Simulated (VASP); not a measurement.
Here is a VASP 6.6.1 calculation.

INCAR

```
SYSTEM = MgSi32
ALGO     = Normal         ! electronic algorithm
EDIFF    = 1E-7           ! SCF threshold, eV
ENCUT    = 520            ! plane-wave cutoff, eV
GGA      = PE             ! functional
ISIF     = 2              ! what is computed and relaxed
ISMEAR   = 0              ! smearing method
LASPH    = .True.         ! aspherical terms in the spheres
LCHARG   = .True.         ! write CHGCAR
LELF     = .True.         ! ELF
LREAL    = Auto         
LVHAR    = .True.       
LWAVE    = .False.        ! write WAVECAR
NBANDS   = 87             ! bands
NELM     = 100            ! most SCF steps
PREC     = Accurate       ! precision mode
SIGMA    = 0.01           ! smearing width, eV
```

KPOINTS

```
Automatic mesh
0
Gamma
  2 2 2
  0.5 0.5 0.5
```

File POSCAR:

```
MgSi32
1.0
    5.4700937543      5.4700937543     -5.4700937543
   -5.4700937543      5.4700937543      5.4700937543
    5.4700937543     -5.4700937543      5.4700937543
Si Mg
32 1
Direct
    0.4984923203      0.7470424928      0.9992739504
    0.2511495850      0.7504079831      0.2513512729
   -0.0008990266      0.7470602696      0.4986860819
    0.4985109660      0.9990299088      0.7473424288
    0.7333793731      0.7332337833      0.7335842275
    0.2649579014      0.9990652086      0.9993477918
   -0.0008726131     -0.0009688446      0.2651310673
    0.4997352260      0.2476761365      0.4999349722
    0.7471447091     -0.0009630346      0.4987008207
    0.2511557117      0.2510340664      0.7507323454
   -0.0008989980      0.2648270688     -0.0007163294
    0.4997562052      0.4996938018      0.2479755271
    0.7505212472      0.2510311328      0.2513614559
    0.2477524846      0.4996586094      0.4999330401
   -0.0008532953      0.4984479584      0.7473633544
    0.7471477697      0.4984079084     -0.0006674904
    0.2491103405      0.4990055694      0.7493010453
   -0.0008476102      0.5123937481     -0.0006493476
    0.7491149540      0.4990150223      0.2493210160
    0.2491010549      0.7490421698      0.4993382746
    0.4858185476      0.4857545707      0.4860288778
   -0.0008368333      0.7461873463      0.7464474543
    0.7462356528      0.7461364202     -0.0006630977
    0.2519988220     -0.0009927065      0.2521975550
    0.4991376709      0.7490545585      0.2492868413
   -0.0008518222     -0.0009193914      0.5126841676
    0.7462013641     -0.0010283278      0.7463924663
    0.2520166717      0.2519587237     -0.0006428967
    0.5124988367     -0.0009355681     -0.0006587162
   -0.0008730552      0.2519340807      0.2521893404
    0.7491341013      0.2490508657      0.4993657407
    0.4991460746      0.2490301735      0.7493193368
   -0.0008471753     -0.0009223498     -0.0006499609
```

Potentials or basis: VASP PAW PBE potentials, release 64 (Si, Mg).

Launch:

```sh
$ cat potpaw_PBE.64/Si/POTCAR potpaw_PBE.64/Mg/POTCAR > POTCAR
$ mpirun -np 1 vasp_std > vasp.out
```

Question: Predict the largest force.

Answer: 0.004 eV/Å.

Question: Predict the pressure.

Answer: 1.3 GPa.

Question: Predict the band gap on the k mesh.

Answer: 0.30 eV.

Forces in eV/Å, atoms in the order of the input:
```
Si   0.000  0.001  0.001
Si  -0.004  0.001  0.000
Si   0.000  0.000  0.002
Si   0.001  0.001  0.001
Si  -0.003 -0.001 -0.002
Si   0.000  0.000  0.001
Si   0.000  0.002  0.000
Si  -0.002  0.000  0.000
Si   0.001  0.000  0.000
Si  -0.001 -0.002  0.000
Si   0.000  0.000  0.001
Si   0.001 -0.001  0.000
Si  -0.001  0.001 -0.002
Si   0.000  0.000  0.000
Si   0.000  0.000  0.002
Si   0.001  0.002  0.000
Si   0.000 -0.001  0.000
Si   0.000  0.002  0.001
Si  -0.001 -0.001  0.000
Si   0.001  0.000 -0.001
Si   0.003 -0.001  0.001
Si   0.001  0.000 -0.001
Si   0.001  0.001  0.000
Si   0.000  0.000  0.000
Si   0.001 -0.001  0.000
Si   0.001  0.000  0.000
Si   0.001  0.001  0.000
Si   0.000 -0.002 -0.002
Si   0.001  0.001  0.001
Si   0.000 -0.002 -0.001
Si  -0.001  0.000 -0.001
Si  -0.001  0.000  0.000
Mg   0.000 -0.001 -0.001
```

Caveat: the cell differs from its parent crystal (with an interstitial atom, then relaxed in part).
